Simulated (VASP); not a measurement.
# Pd (Immm) in VASP: single point with LDA

Aim: the single point of Pd with LDA.

All numbers are computed with VASP 6.6.1; they aren't measurements. Logs are shortened: lines on timing, memory, paths and dates and some standing lists are left out, and cuts for length are marked.

## Step 1: The cell of the first run

It takes space group Immm (No. 71, orthorhombic). Conventional cell: a = 3.092 Å, b = 3.415 Å, c = 8.651 Å, α = 90.00°, β = 90.00°, γ = 90.00°. Within 3.6 Å of Pd (site symmetry mm2) lie 9 Pd at 2.73 to 3.41 Å.

## Step 2: Single point, LDA

INCAR

```
SYSTEM = Pd
PREC = Accurate ; ENCUT = 520
EDIFF = 1E-6 ; ISMEAR = 1
SIGMA = 0.1 ; LREAL = .FALSE.
LASPH = .TRUE. ; NELM = 60
ALGO = Normal ; ISIF = 2
LWAVE = .FALSE. ; LCHARG = .FALSE.
NBANDS = 17
```

KPOINTS

```
Automatic mesh
0
G
  12 12 12
  0 0 0
```

POSCAR

```
Pd
1.0
   -1.5462320000      1.7074560000      4.3255610000
    1.5462320000     -1.7074560000      4.3255610000
    1.5462320000      1.7074560000     -4.3255610000
Pd
2
Direct
    0.6576560000      0.6576560000      0.0000000000
    0.3423440000      0.3423440000      0.0000000000
```

Potentials or basis: VASP PAW LDA potentials, release 64 (Pd).

Started as:

```console
> cat potpaw_LDA.64/Pd/POTCAR > POTCAR
> mpirun -np 1 vasp_std > vasp.out
```

OUTCAR:

```text
SYSTEM = Pd
   PREC = Accurate
   ENCUT = 520
   EDIFF = 1E-6
   ISMEAR = 1
   LREAL = .FALSE.
   LASPH = .TRUE.
   NELM = 60
   ISIF = 2

 ion  position               nearest neighbor table
   1  0.658  0.658  0.000-   2 2.73   2 2.80   2 2.80   2 2.80   2 2.80
   2  0.342  0.342  0.000-   1 2.73   1 2.80   1 2.80   1 2.80   1 2.80

  LATTYP: Found a body centered orthorhombic cell.
 ALAT       =     3.0924640000
 B/A-ratio  =     1.1042689583
 C/A-ratio  =     2.7974851122

  Lattice vectors:

 A1 = (  -1.5462320000,   1.7074560000,   4.3255610000)
 A2 = (   1.5462320000,  -1.7074560000,   4.3255610000)
 A3 = (   1.5462320000,   1.7074560000,  -4.3255610000)

Analysis of symmetry for initial positions (statically):
=====================================================================
 Subroutine PRICEL returns:
 Original cell was already a primitive cell.

 Routine SETGRP: Setting up the symmetry group for a
 body centered orthorhombic supercell.

 Subroutine GETGRP returns: Found  8 space group operations
 (whereof  8 operations were pure point group operations)
 out of a pool of  8 trial point group operations.

The static configuration has the point symmetry D_2h.

Analysis of symmetry for dynamics (positions and initial velocities):
=====================================================================
 Subroutine PRICEL returns:
 Original cell was already a primitive cell.

 Routine SETGRP: Setting up the symmetry group for a
 body centered orthorhombic supercell.

 Subroutine GETGRP returns: Found  8 space group operations
 (whereof  8 operations were pure point group operations)
 out of a pool of  8 trial point group operations.

The dynamic configuration has the point symmetry D_2h.

 Subroutine INISYM returns: Found  8 space group operations
 (whereof  8 operations are pure point group operations),
 and found     1 'primitive' translations

----------------------------------------------------------------------------------------

                                     Primitive cell

  volume of cell :      45.6801

  direct lattice vectors                    reciprocal lattice vectors
    -1.546232000  1.707456000  4.325561000     0.000000000  0.292833315  0.115591943
     1.546232000 -1.707456000  4.325561000     0.323366739  0.000000000  0.115591943
     1.546232000  1.707456000 -4.325561000     0.323366739  0.292833315  0.000000000

  length of vectors
     4.900685396  4.900685396  4.900685396     0.314821930  0.343405803  0.436253823

[... 73 lines left out ...]
   ICHARG =      2    charge: 1-file 2-atom 10-const
   ISPIN  =      1    spin polarized calculation?
   LNONCOLLINEAR =      F non collinear calculations
   LSORBIT =      F    spin-orbit coupling
   LASPH  =      T    aspherical Exc in radial PAW
   ENCUT  =  520.0 eV  38.22 Ry    6.18 a.u.   9.11  9.11  9.11*2*pi/ulx,y,z
   NELM   =     60;   NELMIN=  2; NELMDL= -5     # of ELM steps
   EDIFF  = 0.1E-05   stopping-criterion for ELM
   LREAL  =      F    real-space projection
   EDIFFG = 0.1E-04   stopping-criterion for IOM
   NSW    =      0    number of steps for IOM
   IBRION =     -1    ionic relax: 0-MD 1-quasi-New 2-CG
   NFREE  =      0    steps in history (QN), initial steepest desc. (CG)
   ISIF   =      2    stress and relaxation
   ISYM   =      2    0-nonsym 1-usesym 2-fastsym
   POTIM  = 0.5000    time-step for ionic-motion
   TEBEG  =    0.0;   TEEND  =   0.0 temperature during run
   PSTRESS=    0.0 pullay stress
   NELECT =      20.0000    total number of electrons
   NUPDOWN=      -1.0000    fix difference up-down
   EMIN   =  10.00;   EMAX   =-10.00  energy-range for DOS
   EFERMI =   0.00;   METHOD = LEGACY
   ISMEAR =     1;   SIGMA  =   0.10  broadening in eV -4-tet -1-fermi 0-gaus
   EFERMI_NEDOS =   21; number of points for ismear=-14 and -15
   IALGO  =     38    algorithm
   IMIX   =      4    mixing-type and parameters
     AMIX     =   0.40;   BMIX     =  1.00
     AMIX_MAG =   1.60;   BMIX_MAG =  1.00
  volume/ion in A,a.u.               =      22.84       154.13
  Fermi-wavevector in a.u.,A,eV,Ry     =   1.243109  2.349136 21.025363  1.545321
  Thomas-Fermi vector in A             =   2.377434
   LORBIT       =      0    0 simple, 1 ext, 2 COOP (PROOUT), +10 PAW based schemes
   GGA     = CA    functional components
   LHFCALC =     F    Hartree Fock is set to
   AEXX    =    0.0000 exact exchange contribution
   IVDW    =     0    specifies the selected vdW correction
   LEPSILON=     F    determine dielectric tensor
   LRPA    =     F    only Hartree local field effects (RPA)
 non-spin polarized calculation
 Methfessel and Paxton  Order N= 1 SIGMA  =   0.10
  energy-cutoff  :      520.00
  volume of cell :       45.68
 maximum number of plane-waves:      1262
   NGX = 19   NGY = 19   NGZ = 19

 number of electron      20.0000001 magnetization

 Free energy of the ion-electron system (eV)
  ---------------------------------------------------
  ext. energy  EPLUGINS =         0.00000000
  ---------------------------------------------------
  free energy    TOTEN  =       -10.70865268 eV

  energy without entropy =      -10.70374535  energy(sigma->0) =      -10.70701690

 E-fermi :   3.9407     XC(G=0): -10.8342

 val. band max:        3.9405654323   @ k =   0.1667  -0.0833   0.0833
 cond. band min:       3.9413908592   @ k =  -0.4167   0.5000   0.2500
 fundamental gap:      0.0008254269
 Fermi energy:         3.9406552653

 k-point     1 :       0.0000    0.0000    0.0000
  band No.  band energies     occupation
      1      -0.7299      2.00000
      2       0.8966      2.00000
      3       1.3827      2.00000
      4       1.9519      2.00000
      5       2.2321      2.00000
      6       2.4662      2.00000
[... 457 lines left out ...]
      4       1.7174      2.00000
      5       1.9896      2.00000
      6       2.1479      2.00000
[... 9 lines left out ...]
     16      16.8259      0.00000
     17      18.9188      0.00000

 [... further k-points ...]
[... 5 lines left out ...]
  --------------------------------------------------------------------------------------
  -------------------------------------------------------------------------------------
  Total       -6.4927876     -5.6713746     -6.0941350      0.0000000      0.0000000      0.0000000
  in kB     -227.7273364   -198.9171854   -213.7450379      0.0000000      0.0000000      0.0000000
  external PRESSURE =    -213.4631866 kB  Pullay stress =       0.0000000 kB

 VOLUME and BASIS-vectors are now :
 -----------------------------------------------------------------------------
  energy-cutoff  :      520.00
  volume of cell :       45.68
      direct lattice vectors                 reciprocal lattice vectors
    -1.546232000  1.707456000  4.325561000     0.000000000  0.292833315  0.115591943
     1.546232000 -1.707456000  4.325561000     0.323366739  0.000000000  0.115591943
     1.546232000  1.707456000 -4.325561000     0.323366739  0.292833315  0.000000000

 POSITION                                       TOTAL-FORCE (eV/Angst)
 -----------------------------------------------------------------------------------
      0.00000      0.00000      5.68946         0.000000      0.000000      0.458760
      0.00000      0.00000      2.96166        -0.000000     -0.000000     -0.458760
 -----------------------------------------------------------------------------------
    total drift:                                0.000000      0.000000     -0.000000

  FREE ENERGIE OF THE ION-ELECTRON SYSTEM (eV)
  ---------------------------------------------------
  free  energy   TOTEN  =       -10.7086526782 eV

  energy  without entropy=      -10.7037453537  energy(sigma->0) =      -10.70701690
```

It took 70 s on 1 thread of Intel Xeon 6975P-C (Granite Rapids), shared host; peak memory 0.31 GiB.

What came out:

```yaml
Free_energy: -10.7087 eV
Pressure: -21.3 GPa
Largest_force: 0.459 eV/Å
Band_gap_on_the_k_mesh: zero (bands 10 and 11 overlap by 0.29 eV)
```

Forces in eV/Å, atoms in the order of the input:
```
Pd   0.000  0.000  0.459
Pd   0.000  0.000 -0.459
```

Caveat: the cell stands under tension.
